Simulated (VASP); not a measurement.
The system is LiH.

```xyz
8
Lattice="2.4172 0.0000 0.0000 -1.2086 2.0933 0.0000 0.0000 0.0000 7.8944" Properties=species:S:1:pos:R:3 pbc="T T T"
Li    0.0000    0.0000    0.0000
Li    0.0000    1.3955    1.9736
Li    0.0000    0.0000    3.9472
Li    1.2086    0.6978    5.9208
H     0.0000    0.0000    1.4802
H     0.0000    1.3955    3.4538
H     0.0000    0.0000    5.4274
H     1.2086    0.6978    7.4010
```

| Item | Value |
| --- | --- |
| Program | VASP 6.6.1 |
| Task | relaxation of cell and atoms |
| Functional | PBEsol |
| Potentials or basis | VASP PAW PBE potentials, release 64 (Li_sv, H) |
| Cutoff | 600 eV |
| k mesh | 9 × 9 × 4 |
| Occupations | fermi-dirac, width 0.03 eV |
| Spin | no spin polarisation |

At the start: pressure 53.6 GPa; volume 4.99 Å³/atom.

Q: Where does the relaxation end?

A: Over 10 steps the energy falls by 451.8 meV/atom and the volume is 8.77 Å³/atom (+75.6 %); space group P6_3mc (No. 186, to 0.1 Å) before and after.

The path:
```csv
step,energy change (eV),largest force (eV/Å),pressure (GPa),volume (Å³)
1,0.0000,0.0886,53.64,39.94
2,-2.4004,0.0553,23.59,50.41
3,-3.5677,0.0422,3.35,65.85
4,-3.6117,0.0400,0.31,69.77
5,-3.6120,0.0395,-0.18,70.48
6,-3.6129,0.0347,-0.18,70.48
7,-3.6138,0.0383,-0.18,70.47
8,-3.6146,0.0223,-0.05,70.27
9,-3.6147,0.0102,0.06,70.11
10,-3.6148,0.0033,0.03,70.14
```

Final structure:
```xyz
8
Lattice="2.9358 0.0000 0.0000 -1.4679 2.5425 0.0000 0.0000 0.0000 9.3968" Properties=species:S:1:pos:R:3 pbc="T T T"
Li    0.0000    0.0000    9.3711
Li    0.0000    1.6950    2.3418
Li    0.0000    0.0000    4.6727
Li    1.4679    0.8475    7.0402
H     0.0000    0.0000    1.7835
H     0.0000    1.6950    4.1226
H     0.0000    0.0000    6.4819
H     1.4679    0.8475    8.8210
```

Caveat: the cutoff is under 1.25 times the usual one of these potentials, so pressure, stress and relaxed cells hold a basis-set (Pulay) error; the volume moved by over 15 % at a fixed basis, so the end points are rough; the PAW data sets were made with another functional, which shifts forces and pressure a little.
